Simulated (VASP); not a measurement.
# TaH4 (I4/mmm) in VASP: further runs

Runs on TaH4. Level: PBE. Tasks: relaxation of cell and atoms.

Everything below comes from runs of VASP 6.6.1. Logs are shortened: lines on timing, memory, paths and dates and some standing lists are left out, and cuts for length are marked.

## Step 1: The cell of the first run

It takes space group I4/mmm (No. 139, tetragonal). Conventional cell: a = 3.800 Å, b = 3.800 Å, c = 6.300 Å, α = 90.00°, β = 90.00°, γ = 90.00°. Ta (site symmetry 4/mmm) has 6 H at 1.76 to 1.90 Å within 2.3 Å. Within 2.4 Å of H (site symmetry 4mm) lie 1 Ta at 1.76 Å and 4 H at 2.35 Å. H (site symmetry mmm) has 2 Ta at 1.90 Å and 12 H at 2.35 to 2.69 Å within 2.7 Å.

## Step 2: Relaxation of cell and atoms, PBE

Input file INCAR:

```
SYSTEM = TaH4
PREC = Accurate
ENCUT = 500
EDIFF = 1E-7
ISMEAR = 0
SIGMA = 0.15
LREAL = .False.
LASPH = .True.
NELM = 120
ALGO = Normal
ISIF = 3
LWAVE = .False.
LCHARG = .False.
GGA = PE
IBRION = 2
NSW = 36
EDIFFG = -0.08
GGA_COMPAT = .False.
NELMIN = 4
```

Input file KPOINTS:

```
regular mesh
0
Gamma
  4 4 4
  0 0 0
```

Input file POSCAR:

```
TaH4
1.0
   -1.9000000000      1.9000000000      3.1500000000
    1.9000000000     -1.9000000000      3.1500000000
    1.9000000000      1.9000000000     -3.1500000000
Ta H
1 4
Direct
    0.0000000000      0.0000000000      0.0000000000
    0.2800000000      0.2800000000      0.0000000000
    0.7200000000      0.7200000000      0.0000000000
    0.5000000000      0.0000000000      0.5000000000
    0.0000000000      0.5000000000      0.5000000000
```

Potentials or basis: VASP PAW PBE potentials, release 64 (Ta_pv, H).

Started as:

```
$ cat potpaw_PBE.64/Ta_pv/POTCAR potpaw_PBE.64/H/POTCAR > POTCAR
$ mpirun -np 1 vasp_std > vasp.out
```

OUTCAR:

```text
SYSTEM = TaH4
   PREC = Accurate
   ENCUT = 500
   EDIFF = 1E-7
   ISMEAR = 0
   LREAL = .False.
   LASPH = .True.
   NELM = 120
   ISIF = 3
   GGA = PE
   IBRION = 2
   NSW = 36
   EDIFFG = -0.08
   NELMIN = 4

 ion  position               nearest neighbor table
   1  0.000  0.000  0.000-   2 1.76   3 1.76   4 1.90   5 1.90   5 1.90   4 1.90
   2  0.280  0.280  0.000-   1 1.76
   3  0.720  0.720  0.000-   1 1.76
   4  0.500  0.000  0.500-   1 1.90   1 1.90
   5  0.000  0.500  0.500-   1 1.90   1 1.90

  LATTYP: Found a body centered tetragonal cell.
 ALAT       =     3.8000000000
 C/A-ratio  =     1.6578947368

  Lattice vectors:

 A1 = (  -1.9000000000,   1.9000000000,   3.1500000000)
 A2 = (   1.9000000000,  -1.9000000000,   3.1500000000)
 A3 = (   1.9000000000,   1.9000000000,  -3.1500000000)

Analysis of symmetry for initial positions (statically):
=====================================================================
 Subroutine PRICEL returns:
 Original cell was already a primitive cell.

 Routine SETGRP: Setting up the symmetry group for a
 body centered tetragonal supercell.

 Subroutine GETGRP returns: Found 16 space group operations
 (whereof 16 operations were pure point group operations)
 out of a pool of 16 trial point group operations.

The static configuration has the point symmetry D_4h.

Analysis of symmetry for dynamics (positions and initial velocities):
=====================================================================
 Subroutine PRICEL returns:
 Original cell was already a primitive cell.

 Routine SETGRP: Setting up the symmetry group for a
 body centered tetragonal supercell.

 Subroutine GETGRP returns: Found 16 space group operations
 (whereof 16 operations were pure point group operations)
 out of a pool of 16 trial point group operations.

The dynamic configuration has the point symmetry D_4h.

 Subroutine INISYM returns: Found 16 space group operations
 (whereof 16 operations are pure point group operations),
 and found     1 'primitive' translations

----------------------------------------------------------------------------------------

                                     Primitive cell

  volume of cell :      45.4860

  direct lattice vectors                    reciprocal lattice vectors
    -1.900000000  1.900000000  3.150000000     0.000000000  0.263157895  0.158730159
     1.900000000 -1.900000000  3.150000000     0.263157895  0.000000000  0.158730159
     1.900000000  1.900000000 -3.150000000     0.263157895  0.263157895  0.000000000

  length of vectors
     4.140350227  4.140350227  4.140350227     0.307322861  0.307322861  0.372161464

  position of ions in fractional coordinates (direct lattice)
     0.000000000  0.000000000  0.000000000
     0.280000000  0.280000000  0.000000000
     0.720000000  0.720000000  0.000000000
     0.500000000  0.000000000  0.500000000
     0.000000000  0.500000000  0.500000000

  ion indices of the primitive-cell ions
   primitive index   ion index
                 1           1
                 2           2
                 3           3
                 4           4
                 5           5

----------------------------------------------------------------------------------------

 KPOINTS: regular mesh

Automatic generation of k-mesh.
 Grid dimensions read from file:
 generate k-points for:    4    4    4

 Generating k-lattice:

  Cartesian coordinates                     Fractional coordinates (reciprocal lattice)
     0.000000000  0.065789474  0.039682540     0.250000000  0.000000000  0.000000000
     0.065789474  0.000000000  0.039682540     0.000000000  0.250000000  0.000000000
     0.065789474  0.065789474  0.000000000     0.000000000  0.000000000  0.250000000

  Length of vectors
     0.076830715  0.076830715  0.093040366

  Shift w.r.t. Gamma in fractional coordinates (k-lattice)
     0.000000000  0.000000000  0.000000000

 Subroutine IBZKPT returns following result:
 ===========================================

 Found     13 irreducible k-points:

 Following reciprocal coordinates:
            Coordinates               Weight
  0.000000  0.000000  0.000000      1.000000
  0.250000 -0.000000  0.000000      8.000000
  0.500000 -0.000000  0.000000      4.000000
  0.250000  0.250000  0.000000      8.000000
  0.500000  0.250000  0.000000     16.000000
 -0.250000  0.250000  0.000000      4.000000
  0.500000  0.500000  0.000000      2.000000
  0.250000  0.250000  0.250000      2.000000
 -0.250000  0.250000  0.250000      4.000000
  0.500000  0.500000  0.250000      4.000000
 -0.250000  0.500000  0.250000      8.000000
 -0.250000 -0.250000  0.250000      2.000000
  0.500000  0.500000  0.500000      1.000000
   k-points           NKPTS =     13   k-points in BZ     NKDIM =     13   number of bands    NBANDS=     11
   number of dos      NEDOS =    301   number of ions     NIONS =      5
   total plane-waves  NPLWV =  27000
   dimension x,y,z NGX =    30 NGY =   30 NGZ =   30
   dimension x,y,z NGXF=    60 NGYF=   60 NGZF=   60
   ions per type =               1   4
   NGX,Y,Z   is equivalent  to a cutoff of  12.05, 12.05, 12.05 a.u.
   NGXF,Y,Z  is equivalent  to a cutoff of  24.09, 24.09, 24.09 a.u.
 SYSTEM =  TaH4
   PREC   = accura    normal or accurate (medium, high low for compatibility)
   ISTART =      0    job   : 0-new  1-cont  2-samecut
   ICHARG =      2    charge: 1-file 2-atom 10-const
   ISPIN  =      1    spin polarized calculation?
   LNONCOLLINEAR =      F non collinear calculations
   LSORBIT =      F    spin-orbit coupling
   LASPH  =      T    aspherical Exc in radial PAW
   ENCUT  =  500.0 eV  36.75 Ry    6.06 a.u.   7.55  7.55  7.55*2*pi/ulx,y,z
   NELM   =    120;   NELMIN=  4; NELMDL= -5     # of ELM steps
   EDIFF  = 0.1E-06   stopping-criterion for ELM
   LREAL  =      F    real-space projection
   EDIFFG = -.8E-01   stopping-criterion for IOM
   NSW    =     36    number of steps for IOM
   IBRION =      2    ionic relax: 0-MD 1-quasi-New 2-CG
   NFREE  =      1    steps in history (QN), initial steepest desc. (CG)
   ISIF   =      3    stress and relaxation
   ISYM   =      2    0-nonsym 1-usesym 2-fastsym
   POTIM  = 0.5000    time-step for ionic-motion
   TEBEG  =    0.0;   TEEND  =   0.0 temperature during run
   PSTRESS=    0.0 pullay stress
   NELECT =      15.0000    total number of electrons
   NUPDOWN=      -1.0000    fix difference up-down
   EMIN   =  10.00;   EMAX   =-10.00  energy-range for DOS
   EFERMI =   0.00;   METHOD = LEGACY
   ISMEAR =     0;   SIGMA  =   0.15  broadening in eV -4-tet -1-fermi 0-gaus
   EFERMI_NEDOS =   21; number of points for ismear=-14 and -15
   IALGO  =     38    algorithm
   IMIX   =      4    mixing-type and parameters
     AMIX     =   0.40;   BMIX     =  1.00
     AMIX_MAG =   1.60;   BMIX_MAG =  1.00
  volume/ion in A,a.u.               =       9.10        61.39
  Fermi-wavevector in a.u.,A,eV,Ry     =   1.131044  2.137362 17.405383  1.279260
  Thomas-Fermi vector in A             =   2.267742
   LORBIT       =      0    0 simple, 1 ext, 2 COOP (PROOUT), +10 PAW based schemes
   GGA     = PE    functional components
   LHFCALC =     F    Hartree Fock is set to
   AEXX    =    0.0000 exact exchange contribution
   IVDW    =     0    specifies the selected vdW correction
   LEPSILON=     F    determine dielectric tensor
   LRPA    =     F    only Hartree local field effects (RPA)
 conjugate gradient relaxation of ions
 non-spin polarized calculation
 Gauss-broadening in eV      SIGMA  =   0.15
  energy-cutoff  :      500.00
  volume of cell :       45.49
 maximum number of plane-waves:      1172
   NGX = 15   NGY = 15   NGZ = 15

--------------------------------------- Ionic step        1  -------------------------------------------

 number of electron      14.9999998 magnetization

 Free energy of the ion-electron system (eV)
  ---------------------------------------------------
  ext. energy  EPLUGINS =         0.00000000
  ---------------------------------------------------
  free energy    TOTEN  =       -21.90083433 eV

  energy without entropy =      -21.87317071  energy(sigma->0) =      -21.88700252

------------------------ aborting loop because EDIFF is reached ----------------------------------------

  FORCE on cell =-STRESS in cart. coord.  units (eV):
  Direction    XX          YY          ZZ          XY          YZ          ZX
  --------------------------------------------------------------------------------------
  -------------------------------------------------------------------------------------
  Total       -3.2746783     -3.2746783      3.1863079      0.0000000     -0.0000000      0.0000000
  in kB     -115.3457169   -115.3457169    112.2330005      0.0000000     -0.0000000      0.0000000
  external PRESSURE =     -39.4861444 kB  Pullay stress =       0.0000000 kB
[... 65 lines left out ...]
--------------------------------------- Ionic step        3  -------------------------------------------

 number of electron      15.0000001 magnetization

 E-fermi :   1.8051     XC(G=0):  -9.9379

 val. band max:        1.6029421596   @ k =   0.5000  -0.0000   0.0000
 cond. band min:       1.8068102776   @ k =  -0.2500  -0.2500   0.2500
 fundamental gap:      0.2038681180
 Fermi energy:         1.8051476835

 k-point     1 :       0.0000    0.0000    0.0000
  band No.  band energies     occupation
      1     -34.0058      2.00000
      2     -34.0058      2.00000
      3     -33.8034      2.00000
      4      -7.5380      2.00000
      5      -4.0877      2.00000
      6      -2.1029      2.00000
      7       2.0425      0.02521
      8       2.0425      0.02521
      9       2.0578      0.01720
     10       3.0196      0.00000
     11       9.7593      0.00000
[... 198 lines left out ...]
  FREE ENERGIE OF THE ION-ELECTRON SYSTEM (eV)
  ---------------------------------------------------
  free  energy   TOTEN  =       -22.1714968757 eV

  energy  without entropy=      -22.1459966630  energy(sigma->0) =      -22.15874677

[... ionic steps 4 to 13 ...]

--------------------------------------- Ionic step       14  -------------------------------------------

 number of electron      15.0000005 magnetization

------------------------ aborting loop because EDIFF is reached ----------------------------------------
[... 73 lines left out ...]
--------------------------------------- Ionic step       16  -------------------------------------------

 number of electron      15.0000005 magnetization

 Free energy of the ion-electron system (eV)
  ---------------------------------------------------
  ext. energy  EPLUGINS =         0.00000000
  ---------------------------------------------------
  free energy    TOTEN  =       -22.36537066 eV

  energy without entropy =      -22.33289740  energy(sigma->0) =      -22.34913403

 E-fermi :   3.1267     XC(G=0): -10.7797

 val. band max:        3.1218453130   @ k =   0.2500  -0.0000   0.0000
 cond. band min:       3.1442401067   @ k =   0.2500   0.2500   0.0000
 fundamental gap:      0.0223947937
 Fermi energy:         3.1267170317

 k-point     1 :       0.0000    0.0000    0.0000
  band No.  band energies     occupation
      1     -32.3714      2.00000
      2     -32.3714      2.00000
      3     -32.1510      2.00000
      4      -7.6098      2.00000
      5      -2.8679      2.00000
      6      -0.1095      2.00000
      7       2.9767      1.84275
      8       2.9767      1.84275
      9       3.5524      0.00006
     10       4.2671      0.00000
     11       9.9007      0.00000
[... 198 lines left out ...]
  FREE ENERGIE OF THE ION-ELECTRON SYSTEM (eV)
  ---------------------------------------------------
  free  energy   TOTEN  =       -22.3653706566 eV

  energy  without entropy=      -22.3328973970  energy(sigma->0) =      -22.34913403

 reached required accuracy - stopping structural energy minimisation
```

It took 3.3 min on 1 thread of Intel Xeon 8259CL, shared host; peak memory 0.18 GiB.

Results:

* Free energy: -22.3654 eV
* Relaxed volume: 7.36 Å³/atom
* Relaxed cell: a = 3.803 Å, b = 3.803 Å, c = 3.803 Å, α = 123.29°, β = 123.29°, γ = 84.39°
* Space group after relaxing (to 0.1 Å): I4/mmm (No. 139)
* Energy gained by relaxing: 92.9 meV/atom
* Ionic steps: 16
* Pressure after relaxing: -0.3 GPa
* Largest force after relaxing: 0.012 eV/Å
* Band gap on the k mesh: zero (an odd number of electrons rules out a gap without spin polarisation)

Forces on the atoms (eV/Å):
```
Ta   0.000  0.000  0.000
H    0.000  0.000  0.012
H    0.000  0.000 -0.012
H    0.000  0.000  0.000
H    0.000  0.000  0.000
```

Step by step:
```
step  energy change (eV)  largest force (eV/Å)  pressure (GPa)  volume (Å³)
   1              0.0000                1.3718           -3.95        45.49
   2             -0.2651                0.0701           -5.55        43.97
   3             -0.2707                0.0657           -5.57        43.73
   4             -0.3194                0.1763           -1.45        41.58
   5             -0.3233                0.2653            0.16        40.85
   6             -0.3401                0.3091            0.17        40.52
   7             -0.3791                0.4579            0.29        39.51
   8             -0.4042                0.8002            1.68        37.42
   9             -0.4113                0.7509            1.51        37.33
  10             -0.4288                0.6050            1.04        37.07
  11             -0.4463                0.3201            0.33        36.54
  12             -0.4468                0.2484            0.19        36.40
  13             -0.4524                0.2087            0.08        36.46
  14             -0.4626                0.0969           -0.19        36.63
  15             -0.4597                0.0977           -0.41        36.96
  16             -0.4645                0.0115           -0.31        36.78
```

Final structure:
```
Ta H
1.0
    -1.80633    1.80633    2.81781
     1.80633   -1.80633    2.81781
     1.80633    1.80633   -2.81781
Ta H
1 4
Cartesian
  0.0000 0.0000 0.0000
  0.0000 0.0000 1.8735
  0.0000 0.0000 3.7621
  0.0000 1.8063 0.0000
  1.8063 0.0000 0.0000
```

Levels at points of the mesh, in eV from the Fermi level:
| k point | band 5 | band 6 | band 7 | band 8 | band 9 | band 10 |
| --- | --- | --- | --- | --- | --- | --- |
| (0.00, 0.00, 0.00) | -5.99 | -3.24 | -0.15 | -0.15 | 0.43 | 1.14 |
| (0.50, 0.00, 0.00) | -6.49 | -4.69 | -0.44 | 0.20 | 0.82 | 1.66 |
| (0.50, 0.50, 0.00) | -4.46 | -2.62 | -2.26 | -1.33 | 0.56 | 1.48 |
| (0.50, 0.50, 0.50) | -6.85 | -4.28 | -1.68 | 1.73 | 2.12 | 2.12 |

Caveat: the k points lie up to 0.52 Å⁻¹ apart in the final cell, too coarse for converged energies and pressures of a metal; the volume moved by over 15 % at a fixed basis, so the end points are rough; spin-orbit coupling is left out, which moves the levels of the heavy elements.

## Step 3: Relaxation of cell and atoms, PBE

This run uses another cell than the first one, of 9.29 Å³/atom.

Input file INCAR:

```
SYSTEM = TaH4
PREC = Accurate ; ENCUT = 500
EDIFF = 1E-7 ; ISMEAR = 0
SIGMA = 0.15 ; LREAL = .FALSE.
LASPH = .TRUE. ; NELM = 120
ALGO = Normal ; ISIF = 3
LWAVE = .FALSE. ; LCHARG = .FALSE.
GGA = PE ; IBRION = 2
NSW = 36 ; EDIFFG = -0.08
GGA_COMPAT = .FALSE. ; NELMIN = 4
```

Input file KPOINTS:

```
regular mesh
0
G
  4 4 4
  0 0 0
```

Input file POSCAR:

```
TaH4
1.0
   -2.0460536100      2.0460536100      2.7733035100
    2.0460536100     -2.0460536100      2.7733035100
    2.0460536100      2.0460536100     -2.7733035100
Ta H
1 4
Direct
    0.5000000000      0.5000000000      0.0000000000
    0.1211473100      0.1211473100      0.2422946200
    0.8788526900      0.8788526900      0.7577053800
    0.8788526900      0.1211473100      0.0000000000
    0.1211473100      0.8788526900      0.0000000000
```

Potentials or basis: VASP PAW PBE potentials, release 64 (Ta_pv, H).

Started as:

```
$ cat potpaw_PBE.64/Ta_pv/POTCAR potpaw_PBE.64/H/POTCAR > POTCAR
$ mpirun -np 1 vasp_std > vasp.out
```

It took 6.1 min on 1 thread of Intel Xeon 8259CL, shared host; peak memory 0.19 GiB.

The run converged. Its results:

| Property | Result |
| --- | --- |
| Free energy | -23.5177 eV |
| Relaxed volume | 6.58 Å³/atom |
| Relaxed cell | a = 3.638 Å, b = 3.638 Å, c = 3.638 Å, α = 99.73°, β = 99.73°, γ = 131.45° |
| Space group after relaxing (to 0.1 Å) | I4/mmm (No. 139) |
| Pressure after relaxing | -0.1 GPa |
| Largest force after relaxing | 0.044 eV/Å |
| Band gap on the k mesh | zero (an odd number of electrons rules out a gap without spin polarisation) |

Forces on the atoms (eV/Å):
```
Ta   0.000  0.000  0.000
H    0.031  0.031  0.000
H   -0.031 -0.031  0.000
H    0.031 -0.031  0.000
H   -0.031  0.031  0.000
```

Stress tensor (GPa, compression positive):
```
-0.33  0.00  0.00
 0.00 -0.33  0.00
 0.00  0.00  0.39
```

Final structure:
```cif
data_structure
_symmetry_space_group_name_H-M 'P 1'
_symmetry_Int_Tables_number 1
_cell_length_a 3.6383
_cell_length_b 3.6383
_cell_length_c 3.6383
_cell_angle_alpha 99.732
_cell_angle_beta 99.732
_cell_angle_gamma 131.447
_cell_volume 32.91
loop_
_atom_site_label
_atom_site_type_symbol
_atom_site_fract_x
_atom_site_fract_y
_atom_site_fract_z
_atom_site_occupancy
Ta1 Ta 0.50000 0.50000 0.00000 1
H1 H 0.19800 0.19800 0.39600 1
H2 H 0.80200 0.80200 0.60400 1
H3 H 0.80200 0.19800 0.00000 1
H4 H 0.19800 0.80200 0.00000 1
```

Levels at points of the mesh, in eV from the Fermi level:
| k point | band 5 | band 6 | band 7 | band 8 | band 9 | band 10 |
| --- | --- | --- | --- | --- | --- | --- |
| (0.00, 0.00, 0.00) | -8.07 | -2.95 | 0.07 | 0.07 | 0.34 | 0.34 |
| (0.50, 0.00, 0.00) | -7.74 | -7.10 | -2.04 | 0.09 | 0.60 | 0.87 |
| (0.50, 0.50, 0.00) | -8.21 | -4.58 | -0.36 | 0.07 | 0.28 | 1.87 |
| (0.50, 0.50, 0.50) | -7.40 | -7.40 | -3.85 | 1.47 | 1.94 | 1.94 |

Caveat: the k points lie up to 0.62 Å⁻¹ apart in the final cell, too coarse for converged energies and pressures of a metal; the volume moved by over 15 % at a fixed basis, so the end points are rough; spin-orbit coupling is left out, which moves the levels of the heavy elements; the relaxation stopped at a loose force limit of 0.08 eV/Å, so its end isn't a converged minimum.

[end of part 1 of 3]
